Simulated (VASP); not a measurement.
Fe, 1 atom in the cell. Symmetry: Fmmm, No. 69, orthorhombic system. The conventional cell has a = 2.977 Å, b = 3.857 Å, c = 3.904 Å, α = 90.00°, β = 90.00°, γ = 90.00°. Within 3.2 Å of Fe (site symmetry mmm) lie 14 Fe at 2.44 to 2.98 Å. 

- Program: VASP 6.6.1
- Task: single point
- Functional: PBEsol
- Potentials or basis: VASP PAW PBE potentials, release 64 (Fe)
- Cutoff: 520 eV
- k mesh: 13 × 13 × 13
- Occupations: fermi-dirac, width 0.05 eV
- Spin: collinear spin, ferromagnetic start
- Starting moments: [3.0] μB
- Dipole correction: no
- Further INCAR settings: ALGO = Fast; EDIFF = 1e-06; NBANDS = 14

Potentials or basis: VASP PAW PBE potentials, release 64 (Fe).

Launch:

```sh
$ cat potpaw_PBE.64/Fe/POTCAR > POTCAR
$ mpirun -np 1 vasp_std > vasp.out
```

Hardware: 1 thread of Intel(R) Xeon(R) 6975P-C (Granite Rapids), on a shared host.

Question: Estimate the wall time of this run.

Answer: Run time: 41 s on 1 thread of Intel(R) Xeon(R) 6975P-C (Granite Rapids) (shared host), peak memory 0.19 GiB. Counts: scf iterations 13, k points 343.
